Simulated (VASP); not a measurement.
# Bi2Te3: single point with LDA

The system is Bi2Te3.

```
Bi Te
1.0
     2.20850    1.27508    9.64827
    -2.20850    1.27508    9.64827
     0.00000   -2.55016    9.64827
Bi Te
2 3
Direct
  0.81200 0.81200 0.81200
  0.40200 0.40200 0.40200
  0.61100 0.61100 0.61100
  0.20000 0.20000 0.20000
  0.00000 0.00000 0.00000
```

This cell differs from its parent crystal: zz strain of -3 %.

```json
{"Program": "VASP 6.6.1", "Task": "single point", "Functional": "LDA", "Potentials or basis": "VASP PAW LDA potentials, release 64 (Bi_d, Te)", "Cutoff": "520 eV", "k mesh": "8 × 8 × 8", "Occupations": "fermi-dirac, width 0.08 eV", "Spin": "no spin polarisation"}
```

```yaml
Pressure: -0.3 GPa
Largest_force: 1.191 eV/Å
Band_gap_on_the_k_mesh: zero (bands 24 and 25 overlap by 0.21 eV)
```

Forces on the atoms (eV/Å):
```
Bi   0.000  0.000 -0.924
Bi   0.000  0.000 -0.348
Te   0.000  0.000 -0.794
Te   0.000  0.000  0.875
Te   0.000  0.000  1.191
```

Stress tensor (GPa, compression positive):
```
-0.13  0.00  0.00
 0.00 -0.13  0.00
 0.00  0.00 -0.57
```

Levels at points of the mesh, in eV from the Fermi level:
| k point | band 21 | band 22 | band 23 | band 24 | band 25 | band 26 | band 27 | band 28 |
| --- | --- | --- | --- | --- | --- | --- | --- | --- |
| (0.00, 0.00, 0.00) | -2.19 | -0.59 | -0.59 | -0.58 | -0.16 | 0.14 | 0.14 | 2.16 |
| (0.50, 0.00, 0.00) | -3.32 | -2.21 | -0.35 | -0.26 | -0.16 | 0.42 | 2.64 | 2.80 |
| (0.50, 0.50, 0.00) | -2.31 | -1.92 | -1.22 | -0.34 | 0.50 | 1.10 | 1.84 | 2.49 |
| (0.50, 0.50, 0.50) | -1.94 | -0.93 | -0.87 | -0.87 | 0.34 | 0.82 | 0.82 | 1.57 |

Wall time 13 min on 1 thread of Intel(R) Xeon(R) 6975P-C (Granite Rapids), on a shared host, peak memory 0.83 GiB.

Caveat: the cell differs from its parent crystal (zz strain of -3 %); spin-orbit coupling is left out, which moves the levels of the heavy elements; forces of over 1 eV/Å act on the atoms, so gaps and moduli don't describe the material at rest.
